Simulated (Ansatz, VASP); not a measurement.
Two plane-wave programs on PbS

POSCAR

```
PbS
1.0
    2.0799526950     -5.9912968650      0.0000000000
    2.0799526950      5.9912968650      0.0000000000
    0.0000000000      0.0000000000      4.2793209400
Pb S
2 2
Direct
    0.1305633500      0.8694366500      0.2500000000
    0.8694366500      0.1305633500      0.7500000000
    0.3547970900      0.6452029100      0.2500000000
    0.6452029100      0.3547970900      0.7500000000
```

Contents of INCAR.step1:

```
SYSTEM = PbS
PREC = Accurate ; ENCUT = 520
ISMEAR = -1 ; SIGMA = 0.05
LREAL = .False. ; LASPH = .True.
NELM = 100 ; NBANDS = 28
GGA = PE ; ALGO = Normal
EDIFF = 1E-4 ; LWAVE = .True.
LCHARG = .False.
```

Contents of INCAR.step2:

```
SYSTEM = PbS
PREC = Accurate ; ENCUT = 520
EDIFF = 1E-6 ; ISMEAR = -1
SIGMA = 0.05 ; LREAL = .False.
LASPH = .True. ; NELM = 100
ALGO = Normal ; ISIF = 2
LWAVE = .False. ; LCHARG = .True.
METAGGA = R2SCAN ; LMIXTAU = .True.
LELF = .True. ; LVHAR = .True.
NBANDS = 28 ; ISTART = 1
```

The input KPOINTS:

```
Automatic mesh
0
Gamma
  7 7 6
  0 0 0
```

File input.yaml:

```yaml
crystal:
  lattice:
    - [2.079952695, -5.991296865, 0.0]
    - [2.079952695, 5.991296865, 0.0]
    - [0.0, 0.0, 4.27932094]
  atoms:
    - { symbol: Pb, position: [0.13056335, 0.86943665, 0.25] }
    - { symbol: Pb, position: [0.86943665, 0.13056335, 0.75] }
    - { symbol: S, position: [0.35479709, 0.64520291, 0.25] }
    - { symbol: S, position: [0.64520291, 0.35479709, 0.75] }
hamiltonian:
  xc: r2scan
  pseudopotentials: { kind: paw }
kpoints:
  mp_grid: { grid: [7, 7, 6] }
  band_path:
    path:
      - [[0.0, 0.0, 0.0], [0.2801304242, 0.2801304242, 0.0], [0.0, 0.5, 0.0], [0.0, 0.5, 0.5], [0.2801304242, 0.2801304242, 0.5], [0.0, 0.0, 0.5], [0.0, 0.0, 0.0], [-0.5, 0.5, 0.0], [-0.2801304242, 0.7198695758, 0.0], [-0.2801304242, 0.7198695758, 0.5], [-0.5, 0.5, 0.5], [-0.5, 0.5, 0.0]]
      - [[0.0, 0.0, 0.5], [-0.5, 0.5, 0.5]]
    npoints: 14
scf:
  occupations: { method: fermi_dirac, width: 0.05 }
  n_extra_bands: 10
output:
  forces: true
  stress: true
  eigenvalues: true
  fatbands: true
```

Alike in both runs: functional r2SCAN; k mesh 7 × 7 × 6; occupations fermi-dirac, width 0.05 eV; no spin polarisation.

|  | VASP | Ansatz |
| --- | --- | --- |
| version | VASP 6.6.1 | Ansatz 0.2.0 |
| potentials or method | VASP PAW PBE potentials, release 64 (Pb_d, S) | Ansatz PAW |
| plane-wave cutoff (eV) | 520 | 500 |
| valence electrons in the cell | 40 | 40 |
| task | single point | band structure |

|  | VASP | Ansatz | Ansatz less VASP |
| --- | --- | --- | --- |
| gap on the k mesh at the Fermi level (eV) | 1.53 | 1.53 | +0.001 |
| least direct gap on the mesh (eV) | 1.79 | 1.79 | -0.001 |
| pressure (GPa) | -0.1 | -0.1 | 0.00 |
| traceless stress, the component that is largest in VASP (GPa) | -0.08 | -0.08 | 0.000 |
| rms of the force components (eV/Å) | 0.011 | 0.016 | +0.0045 |

VASP's potentials were made for PBE, not for r2SCAN. Atom by atom the forces differ by 0.005 eV/Å (rms over components). With one functional, cell and mesh, what is left measures potentials, basis and numerics.

Spin-orbit coupling is off throughout. Noted on Ansatz's run: the k mesh misses the band edges, so the gap on the mesh is wider than the one along the path.
